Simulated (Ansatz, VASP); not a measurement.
This is a calculation of Br for Ansatz 0.2.0.

Contents of input.yaml:

```yaml
crystal:
  lattice:
    - [-1.3944327001, 1.3944327001, 3.5044863193]
    - [1.3944327001, -1.3944327001, 3.5044863193]
    - [1.3944327001, 1.3944327001, -3.5044863193]
  atoms:
    - { symbol: Br, position: [0.0, 0.0, 0.0] }
kpoints:
  mp_grid: { grid: [13, 13, 13] }
scf:
  occupations: { method: fermi_dirac, width: 0.05 }
hamiltonian:
  xc: pbe
  pseudopotentials: { kind: all_electron, lapw: { basis_error: 0.0005 } }
output:
  forces: true
  stress: true
  eigenvalues: true
```

Potentials or basis: all-electron LAPW, scalar-relativistic.

Launch:

```bash
$ ansatz run input.yaml --threads 1 --pin off --max-ram 2560MiB --backend cpu --events-out ev --progress --plain --runs-dir out
```

Task: Set up the same calculation for VASP 6.6.1. Potentials there: VASP PAW PBE potentials, release 64 (Br).

Result: As run (the cutoff follows the program's own potentials):

File INCAR:

```
SYSTEM = Br
PREC = Accurate ; ENCUT = 520
EDIFF = 1E-6 ; ISMEAR = -1
SIGMA = 0.05 ; LREAL = .FALSE.
LASPH = .TRUE. ; NELM = 80
ALGO = Normal ; ISIF = 2
LWAVE = .FALSE. ; LCHARG = .FALSE.
GGA = PE ; NBANDS = 10
```

KPOINTS

```
regular mesh
0
G
  13 13 13
  0 0 0
```

The input POSCAR:

```
Br
1.0
   -1.3944327001      1.3944327001      3.5044863193
    1.3944327001     -1.3944327001      3.5044863193
    1.3944327001      1.3944327001     -3.5044863193
Br
1
Direct
    0.0000000000      0.0000000000      0.0000000000
```

Potentials or basis: VASP PAW PBE potentials, release 64 (Br).

The run is started by

```sh
$ cat potpaw_PBE.64/Br/POTCAR > POTCAR
$ mpirun -np 1 vasp_std > vasp.out
```

Both were run:

|  | VASP | Ansatz | Ansatz less VASP |
| --- | --- | --- | --- |
| gap on the k mesh at the Fermi level (eV) | none | none | - |
| pressure (GPa) | 4.2 | 4.2 | +0.01 |
| traceless stress, the component that is largest in VASP (GPa) | -1.97 | -1.96 | +0.003 |

A gap of «none» marks a metal or a gap that the smearing closes. Ansatz ran all-electron here, and VASP with PAW potentials.
